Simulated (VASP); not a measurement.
Cu, 9 atoms in the cell. The cell holds a slab with vacuum, 9 atoms: a = 2.520 Å, b = 3.563 Å, c = 25.079 Å, α = 90.00°, β = 90.00°, γ = 90.00°. 

```yaml
Program: VASP 6.6.1
Task: single point
Functional: PBEsol
Potentials_or_basis: VASP PAW PBE potentials, release 64 (Cu)
Cutoff: 520 eV
k_mesh: 14 × 10 × 1
Occupations: gaussian, width 0.1 eV
Spin: no spin polarisation
Dipole_correction: yes
Further_INCAR_settings: ALGO = Normal; EDIFF = 1e-06; NBANDS = 60
```

Potentials or basis: VASP PAW PBE potentials, release 64 (Cu).

Launch:

```sh
$ cat potpaw_PBE.64/Cu/POTCAR > POTCAR
$ mpirun -np 1 vasp_std > vasp.out
```

Hardware: 1 thread of Intel(R) Xeon(R) Platinum 8259CL CPU @ 2.50GHz (Skylake/Cascade Lake), with other jobs on the host.

Q: Estimate the wall time of this run.

A: It took 18 min on 1 thread of Intel(R) Xeon(R) Platinum 8259CL CPU @ 2.50GHz (Skylake/Cascade Lake) (shared host), peak memory 0.59 GiB. Counts: scf iterations 27, k points 48.
